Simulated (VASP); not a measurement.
Runs of VASP 6.6.1 on GaMo. The structure is that of space group Fm-3m (No. 225), or close to it. The cells are those of the table. 

```csv
task,cell,k mesh,cutoff (eV),gap on the mesh (eV),pressure (GPa),relaxed volume (Å³/atom)
single point,"a = 3.625 Å, angles 120.0, 120.0, 90.0°, 2 atoms",7 × 7 × 7,520,none,0.4,-
single point,"a = 3.626 Å, angles 60.0°, 2 atoms",7 × 7 × 7,520,none,(a),-
relaxation of cell and atoms,"relaxed from a = 3.700 Å, angles 60.0°, 2 atoms",6 × 6 × 6,600,none,-0.1,16.88
relaxation of cell and atoms,"relaxed from a = 3.553 Å, angles 60.0°, 2 atoms",7 × 7 × 7,600,none,-0.2,16.90
single point,"a = 3.628 Å, angles 60.0°, 2 atoms",6 × 6 × 6,520,none,-0.1,-
```

Alike in all rows: level PBE; potentials or basis VASP PAW PBE potentials, release 64 (Ga_d, Mo_sv); no spin polarisation; smearing gaussian 0.2 eV.

Estimate the missing entries.

(a) 0.2.

A k mesh can miss the band edges, and the runs leave out spin-orbit coupling on Ga, Mo.

A gap of «none» marks levels without a gap at the run's occupations.
